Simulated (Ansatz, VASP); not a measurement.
**SiC in VASP and in Ansatz**

```xyz
12
Lattice="3.0785 0.0000 0.0000 -1.5392 2.6660 0.0000 0.0000 0.0000 15.1065" Properties=species:S:1:pos:R:3 pbc="T T T"
Si    0.0000    0.0000    1.8888
Si    0.0000    0.0000    9.4421
Si    0.0000    1.7774    4.4083
Si    1.5392    0.8887   11.9616
Si    0.0000    1.7774   14.4765
Si    1.5392    0.8887    6.9233
C     0.0000    0.0000   15.1017
C     0.0000    0.0000    7.5485
C     0.0000    1.7774    2.5205
C     1.5392    0.8887   10.0737
C     0.0000    1.7774   12.5885
C     1.5392    0.8887    5.0352
```

Alike in both runs: task single point; functional r2SCAN; k mesh 12 × 12 × 2; occupations gaussian, width 0.05 eV; no spin polarisation.

|  | VASP | Ansatz |
| --- | --- | --- |
| version | VASP 6.6.1 | Ansatz 0.2.0 |
| potentials or method | VASP PAW PBE potentials, release 64 (Si, C), cutoff 520 eV | scalar-relativistic, plane waves, PAW |
| valence electrons in the cell | 48 | 48 |

```csv
,VASP,Ansatz,Ansatz less VASP
gap on the k mesh at the Fermi level (eV),2.40,2.39,-0.011
least direct gap on the mesh (eV),3.56,3.54,-0.012
pressure (GPa),-0.2,0.0,+0.19
```

VASP's potentials were made for PBE, not for r2SCAN.
